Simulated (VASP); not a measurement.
A run of VASP 6.6.1:

The input INCAR:

```
  PREC = Accurate
  ENCUT = 520
  EDIFF = 1E-6
  ISMEAR = 0
  SIGMA = 0.1
  LREAL = F
  LASPH = T
  NELM = 80
  ALGO = Normal
  ISIF = 2
  LWAVE = F
  LCHARG = T
  GGA = PE
  LELF = T
  LVHAR = T
  NBANDS = 23
```

KPOINTS

```
Automatic mesh
0
Gamma
  18 18 8
```

The input POSCAR:

```
HfN
1.0
    3.0893174043      0.0000000000      0.0000000000
   -1.5446587022      2.6754273525      0.0000000000
    0.0000000000      0.0000000000      5.3312997735
Hf N
2 2
Direct
    0.6666666667      0.3333333333      0.7500000000
    0.3333333333      0.6666666667      0.2500000000
    0.0000000000      0.0000000000      0.0000000000
    0.0000000000      0.0000000000      0.5000000000
```

Potentials or basis: VASP PAW PBE potentials, release 64 (Hf_pv, N).

Run with:

```sh
$ cat potpaw_PBE.64/Hf_pv/POTCAR potpaw_PBE.64/N/POTCAR > POTCAR
$ mpirun -np 1 vasp_std > vasp.out
```

Hardware: 1 thread of AMD EPYC 7R43 64-Core Processor (Zen 3), on a shared host.

Q: How long does it take, and how much memory?

A: Wall time 5.2 min on 1 thread of AMD EPYC 7R43 64-Core Processor (Zen 3) (shared host), peak memory 0.24 GiB. Counts: scf iterations 13, k points 185.
